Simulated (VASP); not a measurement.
Ca3B5:

```
Ca B
1.0
     4.56673    0.00000    0.00000
    -2.28337    3.95491    0.00000
     0.00000    0.00000    6.64072
Ca B
3 5
Direct
  0.00000 0.00000 0.67067
  0.00000 0.00000 0.32933
  0.00000 0.00000 0.00000
  0.33333 0.66667 0.00000
  0.66667 0.33333 0.00000
  0.49796 0.00000 0.50000
  0.00000 0.49796 0.50000
  0.50204 0.50204 0.50000
```

The cell was built from a structure type or drawn by symmetry, and may not be a known phase.

| Item | Value |
| --- | --- |
| Program | VASP 6.6.1 |
| Task | relaxation of cell and atoms |
| Functional | PBE |
| Potentials or basis | VASP PAW PBE potentials, release 64 (Ca_sv, B) |
| Cutoff | 600 eV |
| k mesh | 6 × 6 × 4 |
| Occupations | gaussian, width 0.1 eV |
| Spin | no spin polarisation |

At the start: pressure 5.5 GPa; volume 14.99 Å³/atom.

Where does the relaxation end?

Over 16 steps the energy falls by 1278.5 meV/atom and the volume is 15.83 Å³/atom (+5.6 %); space group P6/mmm (No. 191, to 0.1 Å) before and after.

Step by step:
| step | energy change (eV) | largest force (eV/Å) | pressure (GPa) | volume (Å³) |
| --- | --- | --- | --- | --- |
| 1 | 0.0000 | 0.4027 | 5.46 | 119.94 |
| 2 | -6.0734 | 2.6533 | 0.79 | 126.33 |
| 3 | -9.5280 | 2.6006 | 7.14 | 126.94 |
| 4 | -9.4363 | 2.2942 | 10.05 | 126.00 |
| 5 | -9.6020 | 0.6300 | -6.37 | 156.12 |
| 6 | -10.0111 | 0.3984 | -0.63 | 141.12 |
| 7 | -10.0115 | 0.4382 | -0.41 | 140.70 |
| 8 | -10.0113 | 0.4669 | -0.25 | 140.39 |
| 9 | -10.0506 | 0.4825 | -0.24 | 138.66 |
| 10 | -10.1426 | 0.5379 | -0.19 | 133.40 |
| 11 | -10.0883 | 0.3727 | 0.40 | 122.72 |
| 12 | -10.1640 | 0.6145 | -0.01 | 129.83 |
| 13 | -10.2036 | 0.3958 | -0.13 | 128.72 |
| 14 | -10.2274 | 0.0336 | -0.24 | 126.90 |
| 15 | -10.2275 | 0.0093 | -0.22 | 127.02 |
| 16 | -10.2284 | 0.0226 | 0.11 | 126.65 |

Final structure:
```cif
data_structure
_symmetry_space_group_name_H-M 'P 1'
_symmetry_Int_Tables_number 1
_cell_length_a 3.7932
_cell_length_b 3.7932
_cell_length_c 10.1642
_cell_angle_alpha 90.000
_cell_angle_beta 90.000
_cell_angle_gamma 120.000
_cell_volume 126.65
loop_
_atom_site_label
_atom_site_type_symbol
_atom_site_fract_x
_atom_site_fract_y
_atom_site_fract_z
_atom_site_occupancy
Ca1 Ca 0.00000 0.00000 0.69212 1
Ca2 Ca 0.00000 0.00000 0.30788 1
Ca3 Ca 0.00000 0.00000 0.00000 1
B1 B 0.33333 0.66667 0.00000 1
B2 B 0.66667 0.33333 0.00000 1
B3 B 0.49999 0.00000 0.50000 1
B4 B 0.00000 0.49999 0.50000 1
B5 B 0.50001 0.50001 0.50000 1
```

Caveat: a cell axis changed by over 15 % at a fixed basis, so the end point is rough.
